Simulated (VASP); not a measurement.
A run of VASP 6.6.1:

File POSCAR:

```
SnSe2
1.0
    7.6503276808     -0.0000000001      0.0000000000
   -3.8251638404      6.6253781189      0.0000000000
    0.0000000000      0.0000000000      6.2270561301
Sn Se
4 8
Direct
    0.0155399325      0.0163746126     -0.0020333846
   -0.0109398590      0.4740828287      0.0098476710
    0.5065840162      0.0008121801      0.0035740805
    0.5011583088      0.5271552713     -0.0165452178
    0.1914163817      0.3268210450      0.2804641493
    0.3471005579      0.1692688296      0.7472325450
    0.1944114831      0.8536616173      0.2366758817
    0.3179164632      0.6582599395      0.7460443431
    0.6369804869      0.3239075509      0.2570664157
    0.8333043484      0.1506412136      0.7470335746
    0.6382272853      0.8134817218      0.2640077375
    0.8220900293      0.6762617800      0.7292270866
```

File INCAR.step1:

```
ALGO = Normal
EDIFF = 1E-4
ENCUT = 520
GGA = PE
ISMEAR = -1
LASPH = True
LCHARG = False
LREAL = False
LWAVE = True
NBANDS = 64
NELM = 100
PREC = Accurate
SIGMA = 0.086
```

INCAR.step2

```
ALGO = Normal
EDIFF = 1E-6
ENCUT = 520
ISIF = 2
ISMEAR = -1
ISTART = 1
LASPH = True
LCHARG = True
LELF = True
LMIXTAU = True
LREAL = False
LVHAR = True
LWAVE = False
METAGGA = R2SCAN
NBANDS = 64
NELM = 100
PREC = Accurate
SIGMA = 0.086
```

The input KPOINTS:

```
k-points
0
Gamma
  3 3 2
```

Potentials or basis: VASP PAW PBE potentials, release 64 (Sn_d, Se).

Launch:

```console
$ cat potpaw_PBE.64/Sn_d/POTCAR potpaw_PBE.64/Se/POTCAR > POTCAR
$ cp INCAR.step1 INCAR
$ mpirun -np 1 vasp_std > vasp.out
$ cp INCAR.step2 INCAR
$ mpirun -np 1 vasp_std > vasp.out
```

Hardware: 1 thread of Intel(R) Xeon(R) Platinum 8488C (Sapphire Rapids), on a shared host.

Question: Estimate the wall time of this run.

Answer: Wall time 14 min on 1 thread of Intel(R) Xeon(R) Platinum 8488C (Sapphire Rapids), on a shared host, peak memory 0.54 GiB. Counts: k points 10.
